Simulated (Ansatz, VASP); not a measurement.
**F in VASP and in Ansatz**

```
F
1.0
     2.93754   -1.69342   -0.12759
     2.93754    1.69342   -0.12759
    -1.98064    0.00000    7.11133
F
4
Direct
  0.07798 0.07798 0.09491
  0.92202 0.92202 0.90509
  0.49951 0.49951 0.59579
  0.50049 0.50049 0.40421
```

Alike in both runs: functional PBE; dispersion D3(BJ); k mesh 8 × 8 × 4; occupations gaussian, width 0.02 eV; no spin polarisation.

Ansatz relaxed the structure, and its values are those at the end. VASP's run is a single point on that final structure, the one shown.

|  | VASP | Ansatz |
| --- | --- | --- |
| version | VASP 6.6.1 | Ansatz 0.2.0 |
| potentials or method | VASP PAW PBE potentials, release 64 (F), cutoff 520 eV | scalar-relativistic, plane waves, PAW |
| valence electrons in the cell | 28 | 28 |

```csv
,VASP,Ansatz,Ansatz less VASP
gap on the k mesh at the Fermi level (eV),2.79,2.85,+0.067
least direct gap on the mesh (eV),2.84,2.91,+0.067
pressure (GPa),0.3,0.0,-0.32
rms of the force components (eV/Å),0.214,0.001,-0.2132
```
